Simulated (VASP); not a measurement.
## Ta3N: single point with PBE

Crystal: Ta3N.

```xyz
8
Lattice="-3.9648 0.0000 0.0000 0.0000 0.0000 -3.9648 0.0000 -7.9296 0.0000" Properties=species:S:1:pos:R:3 pbc="T T T"
Ta   -3.9648   -5.9472   -1.9824
Ta   -3.9648   -1.9824   -1.9824
Ta   -1.9824   -3.9648   -1.9824
Ta   -1.9824    0.0000   -1.9824
Ta   -1.9824   -5.9472   -3.9648
Ta   -1.9824   -1.9824   -3.9648
N     0.0000   -7.9296   -3.9648
N     0.0000   -3.9648   -3.9648
```

- Program: VASP 6.6.1
- Task: single point
- Functional: PBE
- Potentials or basis: VASP PAW PBE potentials, release 64 (Ta_pv, N)
- Cutoff: 600 eV
- k mesh: 6 × 6 × 4
- Occupations: gaussian, width 0.1 eV
- Spin: no spin polarisation

| Quantity | Value |
| --- | --- |
| Pressure | 0.3 GPa |
| Band gap on the k mesh | zero (bands 38 and 39 overlap by 1.05 eV) |

Levels at points of the mesh, in eV from the Fermi level:
| k point | band 34 | band 35 | band 36 | band 37 | band 38 | band 39 | band 40 | band 41 | band 42 | band 43 |
| --- | --- | --- | --- | --- | --- | --- | --- | --- | --- | --- |
| (0.00, 0.00, 0.00) | -2.43 | -2.28 | -0.84 | -0.78 | -0.05 | 0.19 | 0.19 | 1.09 | 1.09 | 1.23 |
| (0.50, 0.00, 0.00) | -0.78 | -0.05 | 0.18 | 0.19 | 0.35 | 0.36 | 1.09 | 1.09 | 1.23 | 1.38 |
| (0.50, 0.50, 0.00) | -0.74 | 0.05 | 0.05 | 0.05 | 0.36 | 0.36 | 1.39 | 1.45 | 1.45 | 1.62 |
| (0.00, 0.00, 0.50) | -2.09 | -1.63 | -1.63 | -1.63 | -1.63 | -0.24 | -0.24 | 1.96 | 1.96 | 3.30 |
| (0.50, 0.00, 0.50) | -1.11 | 0.24 | 0.24 | 0.25 | 0.25 | 0.46 | 0.46 | 0.78 | 0.78 | 0.88 |
| (0.50, 0.50, 0.50) | -0.06 | -0.06 | -0.06 | -0.06 | -0.06 | 0.27 | 0.27 | 0.70 | 0.70 | 2.46 |

Wall time 5.6 min on 1 thread of Intel Xeon 8259CL (shared host), peak memory 0.34 GiB.

Caveat: spin-orbit coupling is left out, which moves the levels of the heavy elements.
